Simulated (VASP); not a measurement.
# GaN (P6_3mc) in VASP: single point with LDA

Aim: the single point of GaN with LDA.

Program: VASP 6.6.1. These are calculated values, not measurements. Logs are shortened: lines on timing, memory, paths and dates and some standing lists are left out, and cuts for length are marked.

### Step 1. The cell of the first run

Symmetry: P6_3mc, No. 186, hexagonal system. The conventional cell has a = 3.152 Å, b = 3.152 Å, c = 5.139 Å, α = 90.00°, β = 90.00°, γ = 120.00°. Ga (site symmetry 3m) has 4 N at 1.93 Å within 2.6 Å. N (site symmetry 3m) has 4 Ga at 1.93 Å within 2.6 Å.

### Step 2. Single point, LDA

Contents of INCAR:

```
SYSTEM = GaN
ALGO = Normal ; EDIFF = 1E-6
ENCUT = 1330 ; GGA_COMPAT = .FALSE.
ISIF = 2 ; ISMEAR = 0
LASPH = .TRUE. ; LCHARG = .FALSE.
LREAL = .FALSE. ; LWAVE = .FALSE.
NBANDS = 26 ; NELM = 120
PREC = Accurate ; SIGMA = 0.01
```

Contents of KPOINTS:

```
k-points
0
G
  8 8 5
  0 0 0
```

Contents of POSCAR:

```
GaN
1.0
    3.1515230887      0.0000000000      0.0000000000
   -1.5757615443      2.7292990554      0.0000000000
    0.0000000000      0.0000000000      5.1387964723
Ga N
2 2
Direct
    0.3333333333      0.6666666667      0.0003295785
    0.6666666667      0.3333333333      0.5003295785
    0.3333333333      0.6666666667      0.3766704215
    0.6666666667      0.3333333333      0.8766704215
```

Potentials or basis: VASP PAW LDA potentials, release 64 (Ga_d, N_h).

On the command line:

```
$ cat potpaw_LDA.64/Ga_d/POTCAR potpaw_LDA.64/N_h/POTCAR > POTCAR
$ mpirun -np 1 vasp_std > vasp.out
```

OUTCAR:

```text
SYSTEM = GaN
   EDIFF = 1E-6
   ENCUT = 1330
   ISIF = 2
   ISMEAR = 0
   LASPH = .TRUE.
   LREAL = .FALSE.
   NELM = 120
   PREC = Accurate

 ion  position               nearest neighbor table
   1  0.333  0.667  0.000-   4 1.93   4 1.93   4 1.93   3 1.93
   2  0.667  0.333  0.500-   3 1.93   3 1.93   3 1.93   4 1.93
   3  0.333  0.667  0.377-   2 1.93   2 1.93   2 1.93   1 1.93
   4  0.667  0.333  0.877-   1 1.93   1 1.93   1 1.93   2 1.93

  LATTYP: Found a hexagonal cell.
 ALAT       =     3.1515230887
 C/A-ratio  =     1.6305755432

  Lattice vectors:

 A1 = (   3.1515230887,   0.0000000000,   0.0000000000)
 A2 = (  -1.5757615443,   2.7292990554,   0.0000000000)
 A3 = (   0.0000000000,   0.0000000000,   5.1387964723)

Analysis of symmetry for initial positions (statically):
=====================================================================
 Subroutine PRICEL returns:
 Original cell was already a primitive cell.

 Routine SETGRP: Setting up the symmetry group for a
 hexagonal supercell.

 Subroutine GETGRP returns: Found 12 space group operations
 (whereof  6 operations were pure point group operations)
 out of a pool of 24 trial point group operations.

The static configuration has the point symmetry C_3v.
 The point group associated with its full space group is C_6v.

Analysis of symmetry for dynamics (positions and initial velocities):
=====================================================================
 Subroutine PRICEL returns:
 Original cell was already a primitive cell.

 Routine SETGRP: Setting up the symmetry group for a
 hexagonal supercell.

 Subroutine GETGRP returns: Found 12 space group operations
 (whereof  6 operations were pure point group operations)
 out of a pool of 24 trial point group operations.

The dynamic configuration has the point symmetry C_3v.
 The point group associated with its full space group is C_6v.

 Subroutine INISYM returns: Found 12 space group operations
 (whereof  6 operations are pure point group operations),
 and found     1 'primitive' translations

----------------------------------------------------------------------------------------

                                     Primitive cell

  volume of cell :      44.2011

  direct lattice vectors                    reciprocal lattice vectors
     3.151523089  0.000000000  0.000000000     0.317306893  0.183197220  0.000000000
    -1.575761544  2.729299055  0.000000000     0.000000000  0.366394440  0.000000000
     0.000000000  0.000000000  5.138796472     0.000000000  0.000000000  0.194598094

  length of vectors
[... 88 lines left out ...]
   EDIFFG = 0.1E-04   stopping-criterion for IOM
   NSW    =      0    number of steps for IOM
   IBRION =     -1    ionic relax: 0-MD 1-quasi-New 2-CG
   NFREE  =      0    steps in history (QN), initial steepest desc. (CG)
   ISIF   =      2    stress and relaxation
   ISYM   =      2    0-nonsym 1-usesym 2-fastsym
   POTIM  = 0.5000    time-step for ionic-motion
   TEBEG  =    0.0;   TEEND  =   0.0 temperature during run
   PSTRESS=    0.0 pullay stress
   NELECT =      36.0000    total number of electrons
   NUPDOWN=      -1.0000    fix difference up-down
   EMIN   =  10.00;   EMAX   =-10.00  energy-range for DOS
   EFERMI =   0.00;   METHOD = LEGACY
   ISMEAR =     0;   SIGMA  =   0.01  broadening in eV -4-tet -1-fermi 0-gaus
   EFERMI_NEDOS =   21; number of points for ismear=-14 and -15
   IALGO  =     38    algorithm
   IMIX   =      4    mixing-type and parameters
     AMIX     =   0.40;   BMIX     =  1.00
     AMIX_MAG =   1.60;   BMIX_MAG =  1.00
  volume/ion in A,a.u.               =      11.05        74.57
  Fermi-wavevector in a.u.,A,eV,Ry     =   1.528849  2.889106 31.801984  2.337380
  Thomas-Fermi vector in A             =   2.636551
   LORBIT       =      0    0 simple, 1 ext, 2 COOP (PROOUT), +10 PAW based schemes
   GGA     = CA    functional components
   LHFCALC =     F    Hartree Fock is set to
   AEXX    =    0.0000 exact exchange contribution
   IVDW    =     0    specifies the selected vdW correction
   LEPSILON=     F    determine dielectric tensor
   LRPA    =     F    only Hartree local field effects (RPA)
 non-spin polarized calculation
 Gauss-broadening in eV      SIGMA  =   0.01
  energy-cutoff  :     1330.00
  volume of cell :       44.20
 maximum number of plane-waves:      4908
 NGX is ok and might be reduce to    40
   NGX = 19   NGY = 19   NGZ = 31

 number of electron      36.0000000 magnetization

 Free energy of the ion-electron system (eV)
  ---------------------------------------------------
  ext. energy  EPLUGINS =         0.00000000
  ---------------------------------------------------
  free energy    TOTEN  =       -27.91615694 eV

  energy without entropy =      -27.91615694  energy(sigma->0) =      -27.91615694

 E-fermi :   5.8589     XC(G=0): -12.3144

 val. band max:        5.7612096195   @ k =   0.0000   0.0000   0.0000
 cond. band min:       7.9081968950   @ k =   0.0000   0.0000   0.0000
 fundamental gap:      2.1469872755
 Fermi energy:         5.8588576882

 k-point     1 :       0.0000    0.0000    0.0000
  band No.  band energies     occupation
      1     -10.3816      2.00000
      2      -9.4004      2.00000
      3      -7.8273      2.00000
      4      -7.8098      2.00000
      5      -7.8098      2.00000
      6      -7.7426      2.00000
[... 685 lines left out ...]
     25      17.4564      0.00000
     26      18.4242      0.00000

 [... further k-points ...]

------------------------ aborting loop because EDIFF is reached ----------------------------------------

  FORCE on cell =-STRESS in cart. coord.  units (eV):
  Direction    XX          YY          ZZ          XY          YZ          ZX
  --------------------------------------------------------------------------------------
  -------------------------------------------------------------------------------------
  Total        0.3358006      0.3358006      0.3236184      0.0000000      0.0000000      0.0000000
  in kB       12.1719168     12.1719168     11.7303456      0.0000000      0.0000000      0.0000000
  external PRESSURE =      12.0247264 kB  Pullay stress =       0.0000000 kB

 VOLUME and BASIS-vectors are now :
 -----------------------------------------------------------------------------
  energy-cutoff  :     1330.00
  volume of cell :       44.20
      direct lattice vectors                 reciprocal lattice vectors
     3.151523089  0.000000000  0.000000000     0.317306893  0.183197220  0.000000000
    -1.575761544  2.729299055  0.000000000     0.000000000  0.366394440  0.000000000
     0.000000000  0.000000000  5.138796472     0.000000000  0.000000000  0.194598094

 POSITION                                       TOTAL-FORCE (eV/Angst)
 -----------------------------------------------------------------------------------
     -0.00000      1.81953      0.00169         0.000000      0.000000     -0.001297
      1.57576      0.90977      2.57109         0.000000      0.000000     -0.001297
     -0.00000      1.81953      1.93563        -0.000000      0.000000      0.001297
      1.57576      0.90977      4.50503         0.000000     -0.000000      0.001297
 -----------------------------------------------------------------------------------
    total drift:                               -0.000000      0.000000      0.000209

  FREE ENERGIE OF THE ION-ELECTRON SYSTEM (eV)
  ---------------------------------------------------
  free  energy   TOTEN  =       -27.9161569430 eV

  energy  without entropy=      -27.9161569430  energy(sigma->0) =      -27.91615694
```

Wall time 79 s (1 thread of AMD EPYC 9R45 (Zen 5), shared host); peak memory 0.3 GiB.

Results:

```
Free energy            : -27.9162 eV
Pressure               : 1.2 GPa
Band gap on the k mesh : 2.15 eV
```

Levels at points of the mesh, in eV from the valence-band top:
```tsv
k point	band 14	band 15	band 16	band 17	band 18	band 19	band 20	band 21	band 22	band 23
(0.00, 0.00, 0.00)	-1.08	-1.08	-0.06	0.00	0.00	2.15	4.39	9.22	9.91	9.91
(0.50, 0.00, 0.00)	-5.46	-4.41	-2.88	-2.35	-1.05	5.01	5.66	5.99	8.72	10.40
```
